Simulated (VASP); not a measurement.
# Cs (I4/mmm) in VASP: notebook

Cs is run at these levels: PBEsol; tasks: single point.

Program: VASP 6.6.1. These are calculated values, not measurements. Logs are shortened: lines on timing, memory, paths and dates and some standing lists are left out, and cuts for length are marked.

## 1. The cell of the first run

It takes space group I4/mmm (No. 139, tetragonal). Conventional cell: a = 6.045 Å, b = 6.045 Å, c = 6.196 Å, α = 90.00°, β = 90.00°, γ = 90.00°.

## 2. Single point, PBEsol (strain +0.000 along x and y, +0.025 along z)

File INCAR:

```
  PREC = Accurate
  ENCUT = 520
  EDIFF = 1E-6
  ISMEAR = 0
  SIGMA = 0.15
  LREAL = F
  LASPH = T
  NELM = 100
  ALGO = Fast
  ISIF = 2
  LWAVE = F
  LCHARG = F
  GGA = PS
  NBANDS = 10
```

File KPOINTS:

```
regular mesh
0
Gamma
  12 12 12
```

File POSCAR:

```
Cs
1.0
   -3.0225000000      3.0225000000      3.0980625000
    3.0225000000     -3.0225000000      3.0980625000
    3.0225000000      3.0225000000     -3.0980625000
Cs
1
Direct
    0.0000000000      0.0000000000      0.0000000000
```

Potentials or basis: VASP PAW PBE potentials, release 64 (Cs_sv).

Launch:

```
cat potpaw_PBE.64/Cs_sv/POTCAR > POTCAR
mpirun -np 1 vasp_std > vasp.out
```

OUTCAR:

```text
PREC = Accurate
   ENCUT = 520
   EDIFF = 1E-6
   ISMEAR = 0
   LREAL = F
   LASPH = T
   NELM = 100
   ISIF = 2
   GGA = PS

 ion  position               nearest neighbor table
   1  0.000  0.000  0.000-

  LATTYP: Found a body centered tetragonal cell.
 ALAT       =     6.0450000000
 C/A-ratio  =     1.0250000000

  Lattice vectors:

 A1 = (  -3.0225000000,   3.0225000000,   3.0980625000)
 A2 = (   3.0225000000,  -3.0225000000,   3.0980625000)
 A3 = (   3.0225000000,   3.0225000000,  -3.0980625000)

Analysis of symmetry for initial positions (statically):
=====================================================================
 Subroutine PRICEL returns:
 Original cell was already a primitive cell.

 Routine SETGRP: Setting up the symmetry group for a
 body centered tetragonal supercell.

 Subroutine GETGRP returns: Found 16 space group operations
 (whereof 16 operations were pure point group operations)
 out of a pool of 16 trial point group operations.

The static configuration has the point symmetry D_4h.

Analysis of symmetry for dynamics (positions and initial velocities):
=====================================================================
 Subroutine PRICEL returns:
 Original cell was already a primitive cell.

 Routine SETGRP: Setting up the symmetry group for a
 body centered tetragonal supercell.

 Subroutine GETGRP returns: Found 16 space group operations
 (whereof 16 operations were pure point group operations)
 out of a pool of 16 trial point group operations.

The dynamic configuration has the point symmetry D_4h.

 Subroutine INISYM returns: Found 16 space group operations
 (whereof 16 operations are pure point group operations),
 and found     1 'primitive' translations

----------------------------------------------------------------------------------------

                                     Primitive cell

  volume of cell :     113.2095

  direct lattice vectors                    reciprocal lattice vectors
    -3.022500000  3.022500000  3.098062500     0.000000000  0.165425972  0.161391192
     3.022500000 -3.022500000  3.098062500     0.165425972  0.000000000  0.161391192
     3.022500000  3.022500000 -3.098062500     0.165425972  0.165425972  0.000000000

  length of vectors
     5.279110129  5.279110129  5.279110129     0.231112243  0.231112243  0.233947653

  position of ions in fractional coordinates (direct lattice)
     0.000000000  0.000000000  0.000000000

  ion indices of the primitive-cell ions
   primitive index   ion index
                 1           1

----------------------------------------------------------------------------------------

 KPOINTS: regular mesh

Automatic generation of k-mesh.
 Grid dimensions read from file:
 generate k-points for:   12   12   12

 Generating k-lattice:

  Cartesian coordinates                     Fractional coordinates (reciprocal lattice)
     0.000000000  0.013785498  0.013449266     0.083333333  0.000000000 -0.000000000
     0.013785498  0.000000000  0.013449266     0.000000000  0.083333333 -0.000000000
     0.013785498  0.013785498  0.000000000     0.000000000  0.000000000  0.083333333

  Length of vectors
     0.019259354  0.019259354  0.019495638

  Shift w.r.t. Gamma in fractional coordinates (k-lattice)
     0.000000000  0.000000000  0.000000000

 Subroutine IBZKPT returns following result:
 ===========================================

 Found    163 irreducible k-points:

 Following reciprocal coordinates:
            Coordinates               Weight
  0.000000  0.000000  0.000000      1.000000
  0.083333  0.000000  0.000000      8.000000
  0.166667  0.000000  0.000000      8.000000
  0.250000  0.000000  0.000000      8.000000
  0.333333  0.000000  0.000000      8.000000
  0.416667  0.000000 -0.000000      8.000000
[... 16 lines left out ...]
  0.500000  0.166667  0.000000     16.000000
 -0.416667  0.166667  0.000000     16.000000
 [... further k-points ...]
   k-points           NKPTS =    163   k-points in BZ     NKDIM =    163   number of bands    NBANDS=     10
   number of dos      NEDOS =    301   number of ions     NIONS =      1
   total plane-waves  NPLWV =  64000
   dimension x,y,z NGX =    40 NGY =   40 NGZ =   40
   dimension x,y,z NGXF=    80 NGYF=   80 NGZF=   80
   ions per type =               1
   NGX,Y,Z   is equivalent  to a cutoff of  12.60, 12.60, 12.60 a.u.
   NGXF,Y,Z  is equivalent  to a cutoff of  25.19, 25.19, 25.19 a.u.
 SYSTEM =  unknown system
   PREC   = accura    normal or accurate (medium, high low for compatibility)
   ISTART =      0    job   : 0-new  1-cont  2-samecut
   ICHARG =      2    charge: 1-file 2-atom 10-const
   ISPIN  =      1    spin polarized calculation?
   LNONCOLLINEAR =      F non collinear calculations
   LSORBIT =      F    spin-orbit coupling
   LASPH  =      T    aspherical Exc in radial PAW
   ENCUT  =  520.0 eV  38.22 Ry    6.18 a.u.   9.82  9.82  9.82*2*pi/ulx,y,z
   NELM   =    100;   NELMIN=  2; NELMDL= -5     # of ELM steps
   EDIFF  = 0.1E-05   stopping-criterion for ELM
   LREAL  =      F    real-space projection
   EDIFFG = 0.1E-04   stopping-criterion for IOM
   NSW    =      0    number of steps for IOM
   IBRION =     -1    ionic relax: 0-MD 1-quasi-New 2-CG
   NFREE  =      0    steps in history (QN), initial steepest desc. (CG)
   ISIF   =      2    stress and relaxation
   ISYM   =      2    0-nonsym 1-usesym 2-fastsym
   POTIM  = 0.5000    time-step for ionic-motion
   TEBEG  =    0.0;   TEEND  =   0.0 temperature during run
   PSTRESS=    0.0 pullay stress
   NELECT =       9.0000    total number of electrons
   NUPDOWN=      -1.0000    fix difference up-down
   EMIN   =  10.00;   EMAX   =-10.00  energy-range for DOS
   EFERMI =   0.00;   METHOD = LEGACY
   ISMEAR =     0;   SIGMA  =   0.15  broadening in eV -4-tet -1-fermi 0-gaus
   EFERMI_NEDOS =   21; number of points for ismear=-14 and -15
   IALGO  =     68    algorithm
   IMIX   =      4    mixing-type and parameters
     AMIX     =   0.40;   BMIX     =  1.00
     AMIX_MAG =   1.60;   BMIX_MAG =  1.00
  volume/ion in A,a.u.               =     113.21       763.98
  Fermi-wavevector in a.u.,A,eV,Ry     =   0.703928  1.330231  6.741881  0.495514
  Thomas-Fermi vector in A             =   1.789031
   LORBIT       =      0    0 simple, 1 ext, 2 COOP (PROOUT), +10 PAW based schemes
   GGA     = PS    functional components
   LHFCALC =     F    Hartree Fock is set to
   AEXX    =    0.0000 exact exchange contribution
   IVDW    =     0    specifies the selected vdW correction
   LEPSILON=     F    determine dielectric tensor
   LRPA    =     F    only Hartree local field effects (RPA)
 non-spin polarized calculation
 RMM-DIIS sequential band-by-band and
 Gauss-broadening in eV      SIGMA  =   0.15
  energy-cutoff  :      520.00
  volume of cell :      113.21
 maximum number of plane-waves:      3068
   NGX = 19   NGY = 19   NGZ = 19

 number of electron       9.0000000 magnetization

 Free energy of the ion-electron system (eV)
  ---------------------------------------------------
  ext. energy  EPLUGINS =         0.00000000
  ---------------------------------------------------
  free energy    TOTEN  =        -0.94750019 eV

  energy without entropy =       -0.93138748  energy(sigma->0) =       -0.93944384

 E-fermi :   0.4092     XC(G=0):  -5.5174

 val. band max:        0.3924315527   @ k =  -0.2500  -0.3333   0.1667
 cond. band min:       0.4144918348   @ k =   0.2500   0.2500   0.0000
 fundamental gap:      0.0220602821
 Fermi energy:         0.4092174619

 k-point     1 :       0.0000    0.0000    0.0000
  band No.  band energies     occupation
      1     -23.4246      2.00000
      2     -10.1418      2.00000
      3     -10.1417      2.00000
      4     -10.1417      2.00000
      5      -1.2876      2.00000
      6       2.8884      0.00000
      7       2.8884      0.00000
      8       2.9909      0.00000
      9       3.7304      0.00000
     10       3.8781      0.00000

 k-point     2 :       0.0833    0.0000    0.0000
  band No.  band energies     occupation
      1     -23.4241      2.00000
      2     -10.1519      2.00000
      3     -10.1449      2.00000
      4     -10.1417      2.00000
      5      -1.2099      2.00000
      6       2.8196      0.00000
      7       2.8432      0.00000
      8       3.0302      0.00000
      9       3.6157      0.00000
     10       3.8373      0.00000

 k-point     3 :       0.1667    0.0000    0.0000
  band No.  band energies     occupation
      1     -23.4228      2.00000
      2     -10.1795      2.00000
      3     -10.1536      2.00000
      4     -10.1416      2.00000
      5      -0.9846      2.00000
      6       2.5422      0.00000
      7       2.6557      0.00000
      8       3.2522      0.00000
      9       3.5321      0.00000
     10       3.8007      0.00000

 k-point     4 :       0.2500    0.0000    0.0000
  band No.  band energies     occupation
      1     -23.4210      2.00000
      2     -10.2164      2.00000
      3     -10.1655      2.00000
      4     -10.1415      2.00000
      5      -0.6359      2.00000
      6       2.1397      0.00000
      7       2.4375      0.00000
      8       3.6066      0.00000
      9       3.6297      0.00000
     10       3.8184      0.00000

 k-point     5 :       0.3333    0.0000    0.0000
  band No.  band energies     occupation
      1     -23.4192      2.00000
      2     -10.2526      2.00000
      3     -10.1773      2.00000
      4     -10.1414      2.00000
      5      -0.2085      2.00000
      6       1.7582      0.00000
      7       2.2543      0.00000
      8       3.6842      0.00000
      9       3.9226      0.00000
     10       4.1417      0.00000

 k-point     6 :       0.4167    0.0000   -0.0000
  band No.  band energies     occupation
      1     -23.4179      2.00000
      2     -10.2786      2.00000
      3     -10.1859      2.00000
      4     -10.1413      2.00000
      5       0.2133      1.93526
      6       1.4443      0.00000
      7       2.1360      0.00000
      8       3.6493      0.00000
      9       4.1055      0.00000
     10       4.7619      0.00000
[... 183 lines left out ...]
 k-point    21 :       0.3333    0.1667    0.0000
  band No.  band energies     occupation
      1     -23.4174      2.00000
      2     -10.2691      2.00000
      3     -10.1975      2.00000
      4     -10.1525      2.00000
      5       0.4185      0.93040
      6       1.4509      0.00000
      7       1.9640      0.00000
      8       3.5376      0.00000
      9       4.0450      0.00000
     10       4.6050      0.00000

 k-point    22 :       0.4167    0.1667    0.0000
  band No.  band energies     occupation
      1     -23.4169      2.00000
      2     -10.2753      2.00000
      3     -10.2023      2.00000
      4     -10.1531      2.00000
      5       0.6776      0.01141
      6       1.2696      0.00000
      7       1.9195      0.00000
      8       3.4592      0.00000
      9       4.1962      0.00000
     10       4.6004      0.00000

 k-point    23 :       0.5000    0.1667    0.0000
  band No.  band energies     occupation
      1     -23.4173      2.00000
      2     -10.2699      2.00000
      3     -10.1972      2.00000
      4     -10.1533      2.00000
      5       0.4375      0.78946
      6       1.4337      0.00000
      7       1.9663      0.00000
      8       3.5235      0.00000
      9       4.1141      0.00000
     10       4.5630      0.00000

 k-point    24 :      -0.4167    0.1667    0.0000
  band No.  band energies     occupation
      1     -23.4185      2.00000
      2     -10.2536      2.00000
      3     -10.1843      2.00000
      4     -10.1529      2.00000
      5       0.0027      1.99987
      6       1.7196      0.00000
      7       2.0797      0.00000
      8       3.5295      0.00000
      9       4.0925      0.00000
     10       4.2562      0.00000

 [... further k-points ...]

------------------------ aborting loop because EDIFF is reached ----------------------------------------

  FORCE on cell =-STRESS in cart. coord.  units (eV):
  Direction    XX          YY          ZZ          XY          YZ          ZX
  --------------------------------------------------------------------------------------
  -------------------------------------------------------------------------------------
  Total       -0.0657731     -0.0657731     -0.0682948      0.0000000      0.0000000      0.0000000
  in kB       -0.9308424     -0.9308424     -0.9665303      0.0000000      0.0000000      0.0000000
  external PRESSURE =      -0.9427383 kB  Pullay stress =       0.0000000 kB

 VOLUME and BASIS-vectors are now :
 -----------------------------------------------------------------------------
  energy-cutoff  :      520.00
  volume of cell :      113.21
      direct lattice vectors                 reciprocal lattice vectors
    -3.022500000  3.022500000  3.098062500     0.000000000  0.165425972  0.161391192
     3.022500000 -3.022500000  3.098062500     0.165425972  0.000000000  0.161391192
     3.022500000  3.022500000 -3.098062500     0.165425972  0.165425972  0.000000000

 POSITION                                       TOTAL-FORCE (eV/Angst)
 -----------------------------------------------------------------------------------
      0.00000      0.00000      0.00000         0.000000      0.000000     -0.000000
 -----------------------------------------------------------------------------------
    total drift:                               -0.000000     -0.000000     -0.000000

  FREE ENERGIE OF THE ION-ELECTRON SYSTEM (eV)
  ---------------------------------------------------
  free  energy   TOTEN  =        -0.9475001939 eV

  energy  without entropy=       -0.9313874787  energy(sigma->0) =       -0.93944384
```

Run time: 1.9 min. Hardware: 1 thread of Oxide Virtual Turin-like, shared host; peak memory 0.31 GiB.

What came out:

```
Free energy            : -0.9475 eV
Pressure               : -0.1 GPa
Band gap on the k mesh : zero (an odd number of electrons rules out a gap without spin polarisation)
```

Caveat: the cell differs from its parent crystal (strain +0.000 along x and y, +0.025 along z); the PAW data sets were made with another functional, which shifts forces and pressure a little; spin-orbit coupling is left out, which moves the levels of the heavy elements.

## 3. Single point, PBEsol (strain +0.025 along x and y, +0.000 along z)

File INCAR:

```
PREC = Accurate
ENCUT = 520
EDIFF = 1E-7
ISMEAR = 0
SIGMA = 0.15
LREAL = F
LASPH = T
NELM = 60
ALGO = Fast
ISIF = 2
LWAVE = F
LCHARG = T
GGA = PS
LELF = T
LVHAR = T
NBANDS = 10
```

KPOINTS is that of step 2.

File POSCAR:

```
Cs
1.0
   -3.0980625000      3.0980625000      3.0225000000
    3.0980625000     -3.0980625000      3.0225000000
    3.0980625000      3.0980625000     -3.0225000000
Cs
1
Direct
    0.0000000000      0.0000000000      0.0000000000
```

Potentials or basis: VASP PAW PBE potentials, release 64 (Cs_sv).

Launch:

```
cat potpaw_PBE.64/Cs_sv/POTCAR > POTCAR
mpirun -np 1 vasp_std > vasp.out
```

Run time: 2.8 min. Hardware: 1 thread of Oxide Virtual Turin-like, shared host; peak memory 0.32 GiB.

The run converged. Its results:

| Item | Value |
| --- | --- |
| Free energy | -0.9457 eV |
| Pressure | -0.1 GPa |
| Band gap on the k mesh | zero (an odd number of electrons rules out a gap without spin polarisation) |

Levels at points of the mesh, in eV from the Fermi level:
```
           k point  band 1  band 2  band 3  band 4  band 5  band 6  band 7  band 8
(0.00, 0.00, 0.00)  -23.85  -10.57  -10.57  -10.57   -1.67    2.43    2.53    2.53
(0.50, 0.00, 0.00)  -23.84  -10.70  -10.62  -10.57    0.05    0.88    1.62    3.22
(0.50, 0.50, 0.00)  -23.84  -10.71  -10.61  -10.57    0.02    0.83    1.72    3.12
(0.50, 0.50, 0.50)  -23.84  -10.67  -10.67  -10.66    0.65    0.69    2.92    2.92
```

Caveat: the cell differs from its parent crystal (strain +0.025 along x and y, +0.000 along z); the PAW data sets were made with another functional, which shifts forces and pressure a little; spin-orbit coupling is left out, which moves the levels of the heavy elements.

The gap in the log of VASP goes by the Fermi energy; the results here count the filled bands.